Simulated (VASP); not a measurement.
# Ir4O in VASP: a series of runs, part 2 of 2

VASP 6.6.1. Earlier steps stand in the parts before.

## 4. Single point, PBE

The input, INCAR:

```
SYSTEM = Ir4O
PREC     = Accurate       ! precision mode
ENCUT    = 520            ! plane-wave cutoff, eV
EDIFF    = 1E-6           ! SCF threshold, eV
ISMEAR   = 0              ! smearing method
SIGMA    = 0.1            ! smearing width, eV
LREAL    = .FALSE.        ! projectors in reciprocal space
LASPH    = .TRUE.         ! aspherical terms in the spheres
NELM     = 120            ! most SCF steps
ALGO     = Normal         ! electronic algorithm
ISIF     = 2              ! what is computed and relaxed
LWAVE    = .FALSE.        ! write WAVECAR
LCHARG   = .TRUE.         ! write CHGCAR
LDIPOL   = .TRUE.       
IDIPOL   = 3            
DIPOL    = 0.5 0.5 0.341
GGA      = PE             ! functional
LELF     = .TRUE.         ! ELF
LVHAR    = .TRUE.       
LVACPOTAV= .TRUE.       
NBANDS   = 45             ! bands
GGA_COMPAT= .FALSE.      
NELMDL   = -8
```

The input, KPOINTS:

```
regular mesh
0
G
  10 7 1
  0 0 0
```

The input, POSCAR:

```
Ir4O
1.0
    2.7367600872      0.0000000000      0.0000000000
    0.0000000000      3.8703632323      0.0000000000
    0.0000000000      0.0000000000     19.4599433740
Ir O
4 1
Direct
    0.5000000000      0.5000000000      0.2055504440
    0.0000000000      0.0000000000      0.2758682253
    0.5000000000      0.5000000000      0.3454282602
    0.0000000000      0.0000000000      0.4090424736
    0.0000000000      0.3750000000      0.4682099483
```

Potentials or basis: VASP PAW PBE potentials, release 64 (Ir_sv_GW, O).

Run with:

```console
$ cat potpaw_PBE.64/Ir_sv_GW/POTCAR potpaw_PBE.64/O/POTCAR > POTCAR
$ mpirun -np 1 vasp_std > vasp.out
```

OUTCAR:

```text
SYSTEM = Ir4O
   PREC = Accurate
   ENCUT = 520
   EDIFF = 1E-6
   ISMEAR = 0
   LREAL = .FALSE.
   LASPH = .TRUE.
   NELM = 120
   ISIF = 2
   GGA = PE
   NELMDL = -8

 ion  position               nearest neighbor table
   1  0.500  0.500  0.206-   3 2.72   2 2.74   2 2.74   2 2.74   2 2.74
   2  0.000  0.000  0.276-   4 2.59   3 2.73   3 2.73   3 2.73   3 2.73   1 2.74   1 2.74   1 2.74
                             1 2.74
   3  0.500  0.500  0.345-   4 2.67   4 2.67   4 2.67   4 2.67   1 2.72   2 2.73   2 2.73   2 2.73
                             2 2.73
   4  0.000  0.000  0.409-   5 1.85   2 2.59   3 2.67   3 2.67   3 2.67   3 2.67
   5  0.000  0.375  0.468-   4 1.85

  LATTYP: Found a simple orthorhombic cell.
 ALAT       =     2.7367600872
 B/A-ratio  =     1.4142135624
 C/A-ratio  =     7.1105770159

  Lattice vectors:

 A1 = (   2.7367600872,   0.0000000000,   0.0000000000)
 A2 = (   0.0000000000,   3.8703632323,   0.0000000000)
 A3 = (   0.0000000000,   0.0000000000,  19.4599433740)

Analysis of symmetry for initial positions (statically):
=====================================================================
 Subroutine PRICEL returns:
 Original cell was already a primitive cell.

 Routine SETGRP: Setting up the symmetry group for a
 simple orthorhombic supercell.

 Subroutine GETGRP returns: Found  2 space group operations
 (whereof  2 operations were pure point group operations)
 out of a pool of  8 trial point group operations.

The static configuration has the point symmetry C_1h.

Analysis of symmetry for dynamics (positions and initial velocities):
=====================================================================
 Subroutine PRICEL returns:
 Original cell was already a primitive cell.

 Routine SETGRP: Setting up the symmetry group for a
 simple orthorhombic supercell.

 Subroutine GETGRP returns: Found  2 space group operations
[... 130 lines left out ...]
  Fermi-wavevector in a.u.,A,eV,Ry     =   1.163524  2.198742 18.419410  1.353788
  Thomas-Fermi vector in A             =   2.300073
   LORBIT       =      0    0 simple, 1 ext, 2 COOP (PROOUT), +10 PAW based schemes
   GGA     = PE    functional components
   LHFCALC =     F    Hartree Fock is set to
   AEXX    =    0.0000 exact exchange contribution
   IVDW    =     0    specifies the selected vdW correction
   LEPSILON=     F    determine dielectric tensor
   LRPA    =     F    only Hartree local field effects (RPA)
 non-spin polarized calculation
 Gauss-broadening in eV      SIGMA  =   0.10
  energy-cutoff  :      520.00
  volume of cell :      206.12
 maximum number of plane-waves:      5602
   NGX = 11   NGY = 15   NGZ = 73

 dipolmoment           0.000000      0.000000     -1.975110 electrons x Angstroem

 number of electron      73.9999993 magnetization

 dipolmoment           0.000000      0.000000      0.094489 electrons x Angstroem

 Free energy of the ion-electron system (eV)
  ---------------------------------------------------
  ext. energy  EPLUGINS =         0.00000000
  ---------------------------------------------------
  free energy    TOTEN  =       -39.38328271 eV

  energy without entropy =      -39.33617158  energy(sigma->0) =      -39.35972715

 E-fermi :  -0.4584     XC(G=0):  -5.4538

 val. band max:       -0.4622802269   @ k =   0.1000   0.0000   0.0000
 cond. band min:      -0.4579713197   @ k =   0.3000   0.2857   0.0000
 fundamental gap:      0.0043089072
 Fermi energy:        -0.4583727865

 k-point     1 :       0.0000    0.0000    0.0000
  band No.  band energies     occupation
      1     -93.5471      2.00000
      2     -93.2943      2.00000
      3     -93.2516      2.00000
      4     -92.4859      2.00000
      5     -50.7995      2.00000
      6     -50.3998      2.00000
[... 1141 lines left out ...]
     44       6.0311      0.00000
     45       6.1271      0.00000

------------------------ aborting loop because EDIFF is reached ----------------------------------------

  FORCE on cell =-STRESS in cart. coord.  units (eV):
  Direction    XX          YY          ZZ          XY          YZ          ZX
  --------------------------------------------------------------------------------------
  -------------------------------------------------------------------------------------
  Total       -4.0624031     -6.0217392     -1.1559773      0.0000000     -0.3593301      0.0000000
  in kB      -31.5764694    -46.8061044     -8.9852438      0.0000000     -2.7930210      0.0000000
  external PRESSURE =     -29.1226059 kB  Pullay stress =       0.0000000 kB

 VOLUME and BASIS-vectors are now :
 -----------------------------------------------------------------------------
  energy-cutoff  :      520.00
  volume of cell :      206.12
      direct lattice vectors                 reciprocal lattice vectors
     2.736760087  0.000000000  0.000000000     0.365395566  0.000000000  0.000000000
     0.000000000  3.870363232  0.000000000     0.000000000  0.258373682  0.000000000
     0.000000000  0.000000000 19.459943374     0.000000000  0.000000000  0.051387611

 POSITION                                       TOTAL-FORCE (eV/Angst)
 -----------------------------------------------------------------------------------
      1.36838      1.93518      4.00000         0.000000      0.023820      1.432725
      0.00000      0.00000      5.36838         0.000000     -0.704086     -1.540046
      1.36838      1.93518      6.72201         0.000000      0.871419     -1.182781
      0.00000      0.00000      7.95994         0.000000      0.679070      1.223479
      0.00000      1.45139      9.11134         0.000000     -0.870223      0.066623
 -----------------------------------------------------------------------------------
    total drift:                                0.000000      0.000130     -0.000307

  FREE ENERGIE OF THE ION-ELECTRON SYSTEM (eV)
  ---------------------------------------------------
  free  energy   TOTEN  =       -39.3832827119 eV

  energy  without entropy=      -39.3361715824  energy(sigma->0) =      -39.35972715

 vacuum level on the upper side and lower side of the slab         6.287         4.672
```

stdout:

```text
POSCAR found type information on POSCAR IrO
 POSCAR found :  2 types and       5 ions
 scaLAPACK will be used
 LDA part: xc-table for (Slater+PW92), standard interpolation
 POSCAR, INCAR and KPOINTS ok, starting setup
 FFT: planning ... GRIDC
 FFT: planning ... GRID_SOFT
 FFT: planning ... GRID
 WAVECAR not read
 entering main loop
 -----------------------------------------------------------------------------
|                                                                             |
|           W    W    AA    RRRRR   N    N  II  N    N   GGGG   !!!           |
|           W    W   A  A   R    R  NN   N  II  NN   N  G    G  !!!           |
|           W    W  A    A  R    R  N N  N  II  N N  N  G       !!!           |
|           W WW W  AAAAAA  RRRRR   N  N N  II  N  N N  G  GGG   !            |
|           WW  WW  A    A  R   R   N   NN  II  N   NN  G    G                |
|           W    W  A    A  R    R  N    N  II  N    N   GGGG   !!!           |
|                                                                             |
|     Did not find any points to average over, which means that no vacuum     |
|     field-free region was found. Please increase the size of  your cell     |
|     in the dimension of the dipole correction to obtain accurate            |
|     workfunction values.                                                    |
|                                                                             |
 -----------------------------------------------------------------------------
```

Run time: 13 min. Hardware: 1 thread of Intel Xeon 6975P-C (Granite Rapids), shared host; peak memory 0.39 GiB.

What came out:

```
Free energy            : -39.3833 eV
Largest force          : 1.693 eV/Å
Band gap on the k mesh : zero (bands 37 and 38 overlap by 0.88 eV)
```

Forces in eV/Å, atoms in the order of the input:
```
Ir   0.000  0.024  1.433
Ir   0.000 -0.704 -1.540
Ir   0.000  0.871 -1.183
Ir   0.000  0.679  1.223
O    0.000 -0.870  0.067
```

Caveat: spin-orbit coupling is left out, which moves the levels of the heavy elements.

## 5. Overview

```csv
cell,gap on the mesh (eV),largest force (eV/Å)
"as given, atomic positions A",none,2.01
"as given, atomic positions B",none,2.00
"as given, atomic positions C",none,1.69
```

Alike in all rows: task single point; level PBE; potentials or basis VASP PAW PBE potentials, release 64 (Ir_sv_GW, O); no spin polarisation; k mesh 10 × 7 × 1; cutoff (eV) 520; smearing gaussian 0.1 eV.

Caveats: spin-orbit coupling is left out, which moves the levels of the heavy elements.

Absolute energies hang on the potentials; compare differences alone.
